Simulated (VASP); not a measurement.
The system is CsSnI3.

```
I Cs Sn
1.0
     4.27556    2.46849    3.61823
    -4.27556    2.46849    3.61823
     0.00000   -4.93699    3.61823
I Cs Sn
3 1 1
Direct
  0.50693 0.99874 0.50693
  0.50693 0.50693 0.99874
  0.99874 0.50693 0.50693
  0.01000 0.01000 0.01000
  0.53943 0.53943 0.53943
```

```yaml
Program: VASP 6.6.1
Task: relaxation of cell and atoms
Functional: r2SCAN
Dispersion: D3(BJ)
Potentials_or_basis: VASP PAW PBE potentials, release 64 (I, Cs_sv, Sn_d)
Cutoff: 600 eV
k_mesh: 3 × 3 × 3
Occupations: gaussian, width 0.2181 eV
Spin: no spin polarisation
```

At the start: pressure 1.3 GPa; volume 45.83 Å³/atom.

Task: Where does the relaxation end?

Result: Over 14 steps the energy falls by 46.2 meV/atom and the volume is 46.13 Å³/atom (+0.7 %); space group R3m (No. 160, to 0.1 Å) before, Pm-3m (No. 221, to 0.1 Å).

The path:
```tsv
step	energy change (eV)	largest force (eV/Å)	pressure (GPa)	volume (Å³)
1	0.0000	1.2634	1.31	229.13
2	-0.1395	0.4781	-0.30	241.76
3	-0.1422	0.3872	-0.51	243.98
4	-0.1699	0.3561	-0.37	239.81
5	-0.2116	0.2211	0.33	227.58
6	-0.2222	0.0978	0.10	229.60
7	-0.2239	0.0938	-0.01	230.96
8	-0.2239	0.0911	-0.01	230.84
9	-0.2261	0.0746	-0.02	230.96
10	-0.2300	0.0268	-0.05	231.33
11	-0.2304	0.0164	-0.06	231.48
12	-0.2306	0.0109	0.10	229.59
13	-0.2308	0.0131	0.03	230.36
14	-0.2311	0.0065	0.01	230.63
```

Final structure:
```cif
data_structure
_symmetry_space_group_name_H-M 'P 1'
_symmetry_Int_Tables_number 1
_cell_length_a 6.1326
_cell_length_b 6.1326
_cell_length_c 6.1326
_cell_angle_alpha 90.035
_cell_angle_beta 90.035
_cell_angle_gamma 90.035
_cell_volume 230.63
loop_
_atom_site_label
_atom_site_type_symbol
_atom_site_fract_x
_atom_site_fract_y
_atom_site_fract_z
_atom_site_occupancy
I1 I 0.51260 0.01280 0.51260 1
I2 I 0.51260 0.51260 0.01280 1
I3 I 0.01280 0.51260 0.51260 1
Cs1 Cs 0.01090 0.01090 0.01090 1
Sn1 Sn 0.51314 0.51314 0.51314 1
```

Caveat: the PAW data sets were made with another functional, which shifts forces and pressure a little.
